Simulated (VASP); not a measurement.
Wanted: the native input for a VASP 6.6.1 run.

* Task: single point
* Functional: r2SCAN
* Potentials or basis: VASP PAW PBE potentials, release 64 (Mo_sv, Si)
* Cutoff: 520 eV
* k mesh: 12 × 12 × 12
* Occupations: fermi-dirac, width 0.05 eV
* Spin: no spin polarisation
* Dipole correction: no
* Further INCAR settings: ALGO = Normal; EDIFF = 1e-06; NBANDS = 18

Crystal: Si2Mo.

```
Mo Si
1.0
    -1.58926    1.58926    3.90412
     1.58926   -1.58926    3.90412
     1.58926    1.58926   -3.90412
Mo Si
1 2
Direct
  0.00000 0.00000 0.00000
  0.66700 0.66700 0.00000
  0.33300 0.33300 0.00000
```

These files were run (other wordings do the same):

POSCAR

```
Si2Mo
1.0
   -1.5892614214      1.5892614214      3.9041200105
    1.5892614214     -1.5892614214      3.9041200105
    1.5892614214      1.5892614214     -3.9041200105
Mo Si
1 2
Direct
    0.0000000000      0.0000000000      0.0000000000
    0.6670000000      0.6670000000      0.0000000000
    0.3330000000      0.3330000000      0.0000000000
```

INCAR.step1

```
  PREC = Accurate
  ENCUT = 520
  ISMEAR = -1
  SIGMA = 0.05
  LREAL = F
  LASPH = T
  NELM = 60
  NBANDS = 18
  GGA = PE
  ALGO = Normal
  EDIFF = 1E-4
  LWAVE = T
  LCHARG = F
```

INCAR.step2

```
  PREC = Accurate
  ENCUT = 520
  EDIFF = 1E-6
  ISMEAR = -1
  SIGMA = 0.05
  LREAL = F
  LASPH = T
  NELM = 60
  ALGO = Normal
  ISIF = 2
  LWAVE = F
  LCHARG = T
  METAGGA = R2SCAN
  LMIXTAU = T
  LELF = T
  LVHAR = T
  NBANDS = 18
  ISTART = 1
```

KPOINTS

```
regular mesh
0
Gamma
  12 12 12
```

Potentials or basis: VASP PAW PBE potentials, release 64 (Mo_sv, Si).

Launch:

```sh
$ cat potpaw_PBE.64/Mo_sv/POTCAR potpaw_PBE.64/Si/POTCAR > POTCAR
$ cp INCAR.step1 INCAR
$ mpirun -np 1 vasp_std > vasp.out
$ cp INCAR.step2 INCAR
$ mpirun -np 1 vasp_std > vasp.out
```

Results of the run:

```yaml
Pressure: 3.6 GPa
Largest_force: 0.311 eV/Å
Band_gap_on_the_k_mesh: zero (bands 11 and 12 overlap by 1.13 eV)
```

Caveat: the cell stands under pressure; the PAW data sets were made with another functional, which shifts forces and pressure a little.

It took 8.4 min on 1 thread of Intel(R) Xeon(R) 6975P-C (Granite Rapids) (shared host), peak memory 0.28 GiB.
